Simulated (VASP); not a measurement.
BeS: single point with PBEsol

BeS:

```
CELL_PARAMETERS angstrom
0.00000 -2.41900 -2.41900
2.41900 0.00000 -2.41900
2.41900 -2.41900 0.00000
ATOMIC_POSITIONS crystal
Be 0.00000 0.00000 0.00000
S 0.75000 0.75000 0.75000
```

```json
{
  "Program": "VASP 6.6.1",
  "Task": "single point",
  "Functional": "PBEsol",
  "Potentials or basis": "VASP PAW PBE potentials, release 64 (Be, S)",
  "Cutoff": "520 eV",
  "k mesh": "8 × 8 × 8",
  "Occupations": "gaussian, width 0.02 eV",
  "Spin": "no spin polarisation"
}
```

```yaml
Pressure: 0.2 GPa
Band_gap_on_the_k_mesh: 2.91 eV, indirect (least direct gap 5.61 eV)
```

Levels at points of the mesh, in eV from the valence-band top:
| k point | band 2 | band 3 | band 4 | band 5 | band 6 | band 7 |
| --- | --- | --- | --- | --- | --- | --- |
| (0.00, 0.00, 0.00) | 0.00 | 0.00 | 0.00 | 5.61 | 5.61 | 5.61 |
| (0.50, 0.00, 0.00) | -5.91 | -1.05 | -1.05 | 5.40 | 6.48 | 6.48 |
| (0.50, 0.50, 0.00) | -5.11 | -2.70 | -2.70 | 2.91 | 4.80 | 12.81 |

It took 9.3 s on 1 thread of AMD EPYC 7R43 64-Core Processor (Zen 3) (shared host), peak memory 0.11 GiB.

Caveat: the PAW data sets were made with another functional, which shifts forces and pressure a little. A k mesh can miss the band edges.
